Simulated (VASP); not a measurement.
Wanted: the native input for a VASP 6.6.1 run.

| Item | Value |
| --- | --- |
| Task | single point |
| Functional | PBE |
| Potentials or basis | VASP PAW PBE potentials, release 64 (Ta_sv_GW, N) |
| Cutoff | 700 eV |
| k mesh | 18 × 18 × 8 |
| Occupations | gaussian, width 0.1 eV |
| Spin | no spin polarisation |
| Dipole correction | no |
| Further INCAR settings | ALGO = Normal; EDIFF = 1e-06; NBANDS = 26 |

The structure of TaN lies in POSCAR:

```
TaN
1.0
    3.0181259923      0.0000000000      0.0000000000
   -1.5090629962      2.6137737812      0.0000000000
    0.0000000000      0.0000000000      6.0782690863
Ta N
2 2
Direct
    0.0000000000      0.0000000000      0.0000000000
    0.0000000000      0.0000000000      0.5000000000
    0.3333333333      0.6666666667      0.2500000000
    0.6666666667      0.3333333333      0.7500000000
```

The input as run:

INCAR

```
  PREC = Accurate
  ENCUT = 700
  EDIFF = 1E-6
  ISMEAR = 0
  SIGMA = 0.1
  LREAL = False
  LASPH = True
  NELM = 120
  ALGO = Normal
  ISIF = 2
  LWAVE = False
  LCHARG = False
  GGA = PE
  NBANDS = 26
  GGA_COMPAT = False
```

KPOINTS

```
regular mesh
0
Gamma
  18 18 8
```

Potentials or basis: VASP PAW PBE potentials, release 64 (Ta_sv_GW, N).

The run is started by

```sh
$ cat potpaw_PBE.64/Ta_sv_GW/POTCAR potpaw_PBE.64/N/POTCAR > POTCAR
$ mpirun -np 1 vasp_std > vasp.out
```

Results of the run:

```json
{
  "Pressure": "-25.4 GPa",
  "Band gap on the k mesh": "zero (bands 18 and 19 overlap by 0.84 eV)"
}
```

Caveat: the cell stands under tension; spin-orbit coupling is left out, which moves the levels of the heavy elements.

Run time: 8.4 min on 1 thread of Intel(R) Xeon(R) Platinum 8259CL CPU @ 2.50GHz (Skylake/Cascade Lake), with other jobs on the host, peak memory 0.45 GiB.
